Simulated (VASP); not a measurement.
# Y2SbN (P4/mmm) in VASP: further runs

The runs below take Y2SbN through single point, relaxation of cell and atoms, with PBEsol.

All numbers are computed with VASP 6.6.1; they aren't measurements. Logs are shortened: lines on timing, memory, paths and dates and some standing lists are left out, and cuts for length are marked.

## Step 1: The cell of the first run

It takes space group P4/mmm (No. 123, tetragonal). Conventional cell: a = 3.965 Å, b = 3.965 Å, c = 5.669 Å, α = 90.00°, β = 90.00°, γ = 90.00°. Within 3.7 Å of Y (site symmetry 4/mmm) lie 4 N at 2.80 Å and 2 Sb at 2.83 Å. Y (site symmetry 4/mmm) has 4 Sb at 2.80 Å and 2 N at 2.83 Å within 3.7 Å. Sb (site symmetry 4/mmm) has 6 Y at 2.80 to 2.83 Å within 3.7 Å. Within 3.7 Å of N (site symmetry 4/mmm) lie 6 Y at 2.80 to 2.83 Å.

## Step 2: Single point, PBEsol

Contents of INCAR:

```
SYSTEM = Y2SbN
PREC = Accurate
ENCUT = 520
EDIFF = 1E-6
ISMEAR = 0
SIGMA = 0.1
LREAL = .FALSE.
LASPH = .TRUE.
NELM = 100
ALGO = Normal
ISIF = 2
LWAVE = .FALSE.
LCHARG = .TRUE.
GGA = PS
LELF = .TRUE.
LVHAR = .TRUE.
NBANDS = 24
```

Contents of KPOINTS:

```
Automatic mesh
0
G
  10 10 8
  0 0 0
```

Contents of POSCAR:

```
Y2SbN
1.0
    3.9648538958      0.0000000000      0.0000000000
    0.0000000000      3.9648538958      0.0000000000
    0.0000000000      0.0000000000      5.6687242035
Y Sb N
2 1 1
Direct
    0.0000000000      0.0000000000      0.0000000000
    0.5000000000      0.5000000000      0.5000000000
    0.0000000000      0.0000000000      0.5000000000
    0.5000000000      0.5000000000      0.0000000000
```

Potentials or basis: VASP PAW PBE potentials, release 64 (Y_sv, Sb, N).

Launch:

```console
cat potpaw_PBE.64/Y_sv/POTCAR potpaw_PBE.64/Sb/POTCAR potpaw_PBE.64/N/POTCAR > POTCAR
mpirun -np 1 vasp_std > vasp.out
```

OUTCAR:

```text
SYSTEM = Y2SbN
   PREC = Accurate
   ENCUT = 520
   EDIFF = 1E-6
   ISMEAR = 0
   LREAL = .FALSE.
   LASPH = .TRUE.
   NELM = 100
   ISIF = 2
   GGA = PS

 ion  position               nearest neighbor table
   1  0.000  0.000  0.000-   4 2.80   4 2.80   4 2.80   4 2.80   3 2.83   3 2.83   2 3.99   2 3.99
                             2 3.99   2 3.99   2 3.99   2 3.99   2 3.99   2 3.99
   2  0.500  0.500  0.500-   3 2.80   3 2.80   3 2.80   3 2.80   4 2.83   4 2.83   1 3.99   1 3.99
                             1 3.99   1 3.99   1 3.99   1 3.99   1 3.99   1 3.99
   3  0.000  0.000  0.500-   2 2.80   2 2.80   2 2.80   2 2.80   1 2.83   1 2.83
   4  0.500  0.500  0.000-   1 2.80   1 2.80   1 2.80   1 2.80   2 2.83   2 2.83

  LATTYP: Found a simple tetragonal cell.
 ALAT       =     3.9648538958
 C/A-ratio  =     1.4297435296

  Lattice vectors:

 A1 = (   3.9648538958,   0.0000000000,   0.0000000000)
 A2 = (   0.0000000000,   3.9648538958,   0.0000000000)
 A3 = (   0.0000000000,   0.0000000000,   5.6687242035)

Analysis of symmetry for initial positions (statically):
=====================================================================
 Subroutine PRICEL returns:
 Original cell was already a primitive cell.

 Routine SETGRP: Setting up the symmetry group for a
 simple tetragonal supercell.

 Subroutine GETGRP returns: Found 16 space group operations
 (whereof 16 operations were pure point group operations)
 out of a pool of 16 trial point group operations.

The static configuration has the point symmetry D_4h.

Analysis of symmetry for dynamics (positions and initial velocities):
=====================================================================
 Subroutine PRICEL returns:
 Original cell was already a primitive cell.

 Routine SETGRP: Setting up the symmetry group for a
 simple tetragonal supercell.

 Subroutine GETGRP returns: Found 16 space group operations
 (whereof 16 operations were pure point group operations)
 out of a pool of 16 trial point group operations.

The dynamic configuration has the point symmetry D_4h.

 Subroutine INISYM returns: Found 16 space group operations
 (whereof 16 operations are pure point group operations),
 and found     1 'primitive' translations

----------------------------------------------------------------------------------------

                                     Primitive cell

  volume of cell :      89.1127

  direct lattice vectors                    reciprocal lattice vectors
     3.964853896  0.000000000  0.000000000     0.252216103  0.000000000  0.000000000
     0.000000000  3.964853896  0.000000000     0.000000000  0.252216103  0.000000000
     0.000000000  0.000000000  5.668724204     0.000000000  0.000000000  0.176406536

  length of vectors
     3.964853896  3.964853896  5.668724204     0.252216103  0.252216103  0.176406536

  position of ions in fractional coordinates (direct lattice)
     0.000000000  0.000000000  0.000000000
     0.500000000  0.500000000  0.500000000
     0.000000000  0.000000000  0.500000000
     0.500000000  0.500000000  0.000000000

  ion indices of the primitive-cell ions
   primitive index   ion index
                 1           1
                 2           2
                 3           3
                 4           4

----------------------------------------------------------------------------------------

 KPOINTS: Automatic mesh

Automatic generation of k-mesh.
 Grid dimensions read from file:
 generate k-points for:   10   10    8

 Generating k-lattice:

  Cartesian coordinates                     Fractional coordinates (reciprocal lattice)
     0.025221610  0.000000000  0.000000000     0.100000000  0.000000000  0.000000000
     0.000000000  0.025221610  0.000000000     0.000000000  0.100000000  0.000000000
     0.000000000  0.000000000  0.022050817     0.000000000  0.000000000  0.125000000

  Length of vectors
     0.025221610  0.025221610  0.022050817

  Shift w.r.t. Gamma in fractional coordinates (k-lattice)
     0.000000000  0.000000000  0.000000000

 Subroutine IBZKPT returns following result:
 ===========================================

 Found    105 irreducible k-points:

 Following reciprocal coordinates:
            Coordinates               Weight
  0.000000  0.000000  0.000000      1.000000
  0.100000  0.000000  0.000000      4.000000
  0.200000  0.000000  0.000000      4.000000
  0.300000  0.000000  0.000000      4.000000
  0.400000  0.000000  0.000000      4.000000
  0.500000  0.000000  0.000000      2.000000
[... 16 lines left out ...]
  0.100000  0.000000  0.125000      8.000000
  0.200000  0.000000  0.125000      8.000000
 [... further k-points ...]
   k-points           NKPTS =    105   k-points in BZ     NKDIM =    105   number of bands    NBANDS=     24
   number of dos      NEDOS =    301   number of ions     NIONS =      4
   total plane-waves  NPLWV =  37800
   dimension x,y,z NGX =    30 NGY =   30 NGZ =   42
   dimension x,y,z NGXF=    60 NGYF=   60 NGZF=   84
   ions per type =               2   1   1
   NGX,Y,Z   is equivalent  to a cutoff of  12.58, 12.58, 12.32 a.u.
   NGXF,Y,Z  is equivalent  to a cutoff of  25.16, 25.16, 24.63 a.u.
 SYSTEM =  Y2SbN
   PREC   = accura    normal or accurate (medium, high low for compatibility)
   ISTART =      0    job   : 0-new  1-cont  2-samecut
   ICHARG =      2    charge: 1-file 2-atom 10-const
   ISPIN  =      1    spin polarized calculation?
   LNONCOLLINEAR =      F non collinear calculations
   LSORBIT =      F    spin-orbit coupling
   LASPH  =      T    aspherical Exc in radial PAW
   ENCUT  =  520.0 eV  38.22 Ry    6.18 a.u.   7.37  7.37 10.54*2*pi/ulx,y,z
   NELM   =    100;   NELMIN=  2; NELMDL= -5     # of ELM steps
   EDIFF  = 0.1E-05   stopping-criterion for ELM
   LREAL  =      F    real-space projection
[... 7 lines left out ...]
   TEBEG  =    0.0;   TEEND  =   0.0 temperature during run
   PSTRESS=    0.0 pullay stress
   NELECT =      32.0000    total number of electrons
   NUPDOWN=      -1.0000    fix difference up-down
   EMIN   =  10.00;   EMAX   =-10.00  energy-range for DOS
   EFERMI =   0.00;   METHOD = LEGACY
   ISMEAR =     0;   SIGMA  =   0.10  broadening in eV -4-tet -1-fermi 0-gaus
   EFERMI_NEDOS =   21; number of points for ismear=-14 and -15
   IALGO  =     38    algorithm
   IMIX   =      4    mixing-type and parameters
     AMIX     =   0.40;   BMIX     =  1.00
     AMIX_MAG =   1.60;   BMIX_MAG =  1.00
  volume/ion in A,a.u.               =      22.28       150.34
  Fermi-wavevector in a.u.,A,eV,Ry     =   1.163621  2.198925 18.422480  1.354014
  Thomas-Fermi vector in A             =   2.300169
   LORBIT       =      0    0 simple, 1 ext, 2 COOP (PROOUT), +10 PAW based schemes
   GGA     = PS    functional components
   LHFCALC =     F    Hartree Fock is set to
   AEXX    =    0.0000 exact exchange contribution
   IVDW    =     0    specifies the selected vdW correction
   LEPSILON=     F    determine dielectric tensor
   LRPA    =     F    only Hartree local field effects (RPA)
 non-spin polarized calculation
 Gauss-broadening in eV      SIGMA  =   0.10
  energy-cutoff  :      520.00
  volume of cell :       89.11
 maximum number of plane-waves:      2429
 NGX is ok and might be reduce to    30
   NGX = 15   NGY = 15   NGZ = 21

 number of electron      32.0000002 magnetization

 Free energy of the ion-electron system (eV)
  ---------------------------------------------------
  ext. energy  EPLUGINS =         0.00000000
  ---------------------------------------------------
  free energy    TOTEN  =       -29.67969356 eV

  energy without entropy =      -29.67804391  energy(sigma->0) =      -29.67886874

 E-fermi :   4.7532     XC(G=0): -10.3221

 val. band max:        4.7183786645   @ k =   0.1000   0.0000   0.1250
 cond. band min:       4.7542589240   @ k =   0.1000   0.0000   0.0000
 fundamental gap:      0.0358802594
 Fermi energy:         4.7531958285

 k-point     1 :       0.0000    0.0000    0.0000
  band No.  band energies     occupation
      1     -37.7227      2.00000
      2     -37.3108      2.00000
      3     -17.9434      2.00000
      4     -17.5983      2.00000
      5     -17.5983      2.00000
      6     -17.4480      2.00000
[... 16 lines left out ...]
     23       7.2009      0.00000
     24       8.8698      0.00000

 k-point     2 :       0.1000    0.0000    0.0000
  band No.  band energies     occupation
      1     -37.7221      2.00000
      2     -37.3101      2.00000
      3     -17.9406      2.00000
      4     -17.6099      2.00000
      5     -17.5955      2.00000
      6     -17.4682      2.00000
[... 16 lines left out ...]
     23       7.8819      0.00000
     24       9.1011      0.00000

 k-point     3 :       0.2000    0.0000    0.0000
  band No.  band energies     occupation
      1     -37.7206      2.00000
      2     -37.3083      2.00000
      3     -17.9332      2.00000
      4     -17.6395      2.00000
      5     -17.5884      2.00000
      6     -17.5208      2.00000
[... 16 lines left out ...]
     23       9.0752      0.00000
     24       9.1287      0.00000

 k-point     4 :       0.3000    0.0000    0.0000
  band No.  band energies     occupation
      1     -37.7187      2.00000
      2     -37.3060      2.00000
      3     -17.9239      2.00000
      4     -17.6748      2.00000
      5     -17.5856      2.00000
      6     -17.5799      2.00000
[... 16 lines left out ...]
     23       9.0028      0.00000
     24       9.3982      0.00000

 k-point     5 :       0.4000    0.0000    0.0000
  band No.  band energies     occupation
      1     -37.7172      2.00000
      2     -37.3042      2.00000
      3     -17.9163      2.00000
      4     -17.7014      2.00000
      5     -17.6389      2.00000
      6     -17.5734      2.00000
[... 451 lines left out ...]
 k-point    22 :       0.0000    0.0000    0.1250
  band No.  band energies     occupation
      1     -37.7228      2.00000
      2     -37.3109      2.00000
      3     -17.9412      2.00000
      4     -17.5963      2.00000
      5     -17.5963      2.00000
      6     -17.4499      2.00000
[... 16 lines left out ...]
     23       7.6079      0.00000
     24       8.8357      0.00000

 k-point    23 :       0.1000    0.0000    0.1250
  band No.  band energies     occupation
      1     -37.7222      2.00000
      2     -37.3102      2.00000
      3     -17.9393      2.00000
      4     -17.6081      2.00000
      5     -17.5937      2.00000
      6     -17.4695      2.00000
[... 16 lines left out ...]
     23       7.9078      0.00000
     24       9.0612      0.00000

 k-point    24 :       0.2000    0.0000    0.1250
  band No.  band energies     occupation
      1     -37.7207      2.00000
      2     -37.3083      2.00000
      3     -17.9347      2.00000
      4     -17.6384      2.00000
      5     -17.5870      2.00000
      6     -17.5199      2.00000
[... 16 lines left out ...]
     23       8.9049      0.00000
     24       9.3369      0.00000

 [... further k-points ...]

------------------------ aborting loop because EDIFF is reached ----------------------------------------

  FORCE on cell =-STRESS in cart. coord.  units (eV):
  Direction    XX          YY          ZZ          XY          YZ          ZX
  --------------------------------------------------------------------------------------
  -------------------------------------------------------------------------------------
  Total       -0.0224991     -0.0224991      0.0260975      0.0000000      0.0000000      0.0000000
  in kB       -0.4045171     -0.4045171      0.4692132      0.0000000      0.0000000      0.0000000
  external PRESSURE =      -0.1132737 kB  Pullay stress =       0.0000000 kB

 VOLUME and BASIS-vectors are now :
 -----------------------------------------------------------------------------
  energy-cutoff  :      520.00
  volume of cell :       89.11
      direct lattice vectors                 reciprocal lattice vectors
     3.964853896  0.000000000  0.000000000     0.252216103  0.000000000  0.000000000
     0.000000000  3.964853896  0.000000000     0.000000000  0.252216103  0.000000000
     0.000000000  0.000000000  5.668724204     0.000000000  0.000000000  0.176406536

 POSITION                                       TOTAL-FORCE (eV/Angst)
 -----------------------------------------------------------------------------------
      0.00000      0.00000      0.00000         0.000000      0.000000      0.000000
      1.98243      1.98243      2.83436         0.000000      0.000000      0.000000
      0.00000      0.00000      2.83436         0.000000      0.000000      0.000000
      1.98243      1.98243      0.00000         0.000000      0.000000      0.000000
 -----------------------------------------------------------------------------------
    total drift:                                0.000000      0.000000     -0.000000

  FREE ENERGIE OF THE ION-ELECTRON SYSTEM (eV)
  ---------------------------------------------------
  free  energy   TOTEN  =       -29.6796935625 eV

  energy  without entropy=      -29.6780439147  energy(sigma->0) =      -29.67886874
```

It took 3.6 min on 1 thread of AMD EPYC 7R43 (Zen 3), shared host; peak memory 0.33 GiB.

Results:

```
Free energy            : -29.6797 eV
Pressure               : 0.0 GPa
Band gap on the k mesh : zero (band 16 reaches 5.41 eV, above the bottom of band 17 at 4.28 eV)
```

Stress tensor (GPa, compression positive):
```
-0.04  0.00  0.00
 0.00 -0.04  0.00
 0.00  0.00  0.05
```

Levels at points of the mesh, in eV from the Fermi level:
| k point | band 14 | band 15 | band 16 | band 17 | band 18 | band 19 |
| --- | --- | --- | --- | --- | --- | --- |
| (0.00, 0.00, 0.00) | -0.62 | 0.22 | 0.66 | 0.66 | 1.55 | 1.55 |
| (0.50, 0.00, 0.00) | -2.09 | -1.65 | -1.45 | 2.38 | 2.79 | 3.08 |
| (0.50, 0.50, 0.00) | -0.63 | -0.63 | -0.48 | -0.48 | -0.44 | 3.13 |
| (0.00, 0.00, 0.50) | -0.66 | -0.38 | -0.24 | -0.24 | 1.09 | 2.53 |
| (0.50, 0.00, 0.50) | -1.88 | -1.72 | -1.58 | 3.05 | 3.35 | 3.62 |
| (0.50, 0.50, 0.50) | -1.81 | -1.81 | -1.65 | 2.01 | 2.01 | 3.19 |

Caveat: the PAW data sets were made with another functional, which shifts forces and pressure a little; spin-orbit coupling is left out, which moves the levels of the heavy elements.

(Continued in part 2 of 2.)
